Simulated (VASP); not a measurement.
## Be16H (a cell with a defect): single point with PBE

System: Be16H (a cell with a defect).

```
CELL_PARAMETERS angstrom
-2.29000 -3.96640 0.00000
3.43500 -1.98320 0.00000
0.00000 0.00000 7.17686
ATOMIC_POSITIONS crystal
Be 0.74529 0.50682 0.99869
Be 0.48562 0.35187 0.24298
Be 0.75393 0.52754 0.50412
Be 0.49317 0.34321 0.75095
Be 0.49296 0.00815 0.00077
Be 0.24160 0.84002 0.24968
Be 0.48615 0.98950 0.50481
Be 0.24321 0.84145 0.75166
Be 0.24195 0.51281 0.99565
Be 0.00342 0.34415 0.24585
Be 0.23535 0.51232 0.50000
Be 0.99563 0.34367 0.74921
Be 0.99544 0.00976 0.99987
Be 0.74914 0.83755 0.24681
Be 0.00378 0.01268 0.50157
Be 0.74565 0.84649 0.75200
H 0.67780 0.21812 0.39305
```

```
Program                : VASP 6.6.1
Task                   : single point
Functional             : PBE
Potentials or basis    : VASP PAW PBE potentials, release 64 (Be, H)
Cutoff                 : 520 eV
k mesh                 : 5 × 6 × 4
Occupations            : gaussian, width 0.1 eV
Spin                   : no spin polarisation
Dipole correction      : no
Further INCAR settings : LREAL = Auto; ALGO = Normal; EDIFF = 1e-06; NBANDS = 30
```

| Item | Value |
| --- | --- |
| Pressure | 0.4 GPa |
| Largest force | 0.455 eV/Å |
| Band gap on the k mesh | zero (an odd number of electrons rules out a gap without spin polarisation) |

Forces on the atoms (eV/Å):
```
Be   0.014  0.016  0.002
Be   0.032  0.023  0.041
Be   0.029  0.076  0.006
Be   0.019  0.013 -0.015
Be   0.021  0.006  0.011
Be   0.026  0.007  0.015
Be   0.079 -0.015  0.003
Be   0.015  0.006  0.018
Be   0.012  0.003  0.011
Be   0.023  0.013  0.021
Be   0.017 -0.012  0.020
Be   0.017  0.012  0.009
Be   0.013  0.010  0.017
Be   0.020  0.022  0.013
Be  -0.005  0.020  0.021
Be   0.020  0.007  0.011
H   -0.351 -0.206 -0.204
```

Stress tensor (GPa, compression positive):
```
 1.12  0.20  0.01
 0.20  1.46  0.05
 0.01  0.05 -1.37
```

Levels at points of the mesh, in eV from the Fermi level:
```csv
k point,band 13,band 14,band 15,band 16,band 17,band 18,band 19,band 20
"(0.00, 0.00, 0.00)",-4.10,-3.68,-0.20,0.06,0.36,0.47,0.76,1.04
"(0.00, 0.50, 0.00)",-3.73,-3.69,-2.77,-2.64,-0.05,0.59,0.71,0.80
"(0.00, 0.00, 0.50)",-2.41,-2.20,-2.05,-1.97,0.34,1.42,1.59,1.72
"(0.00, 0.50, 0.50)",-3.89,-3.84,-3.62,-3.58,0.56,1.57,1.69,1.93
```

Wall time 11 min on 1 thread of Intel Xeon 8259CL, with other jobs on the host, peak memory 0.32 GiB.
